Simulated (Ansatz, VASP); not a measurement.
HfGe, level by level in two programs

```
CELL_PARAMETERS angstrom
3.93351 0.00000 0.00000
-1.96675 3.40652 0.00000
0.00000 0.00000 3.50962
ATOMIC_POSITIONS crystal
Hf 0.00000 0.00000 0.50000
Ge 0.33333 0.66667 0.50000
```

Single points on this cell with VASP 6.6.1 and Ansatz 0.2.0. Each row is one pair of runs. Alike in all rows: spin: off; k mesh: 4 × 4 × 4; smearing: fermi-dirac, width 0.05 eV; VASP's potentials, cutoff: VASP PAW PBE potentials, release 64 (Hf_pv, Ge_d), 520 eV.

```csv
level,"Ansatz's potentials, cutoff","gap on the k mesh at the Fermi level (eV), VASP","gap on the k mesh at the Fermi level (eV), Ansatz"
PBE0,"Ansatz PAW, 420 eV",none,none
PBEsol-based global hybrid,"Ansatz PAW, 420 eV",none,none
B3LYP,"Ansatz PAW, 420 eV",none,none
HF,"Ansatz PAW, 420 eV",4.32,4.02
r2SCAN0,"Ansatz PAW, 500 eV",none,none
```

Gap on the k mesh at the fermi level (eV): the two programs differ by at most 0.299.

VASP's potentials hold 24 valence electrons a cell and Ansatz's 40, so a difference there can come from the potentials and not from the codes.

A gap of «none» marks a metal or a gap that the smearing closes.

The k mesh is coarse, so the values compare programs but aren't converged. Spin-orbit coupling is off throughout.
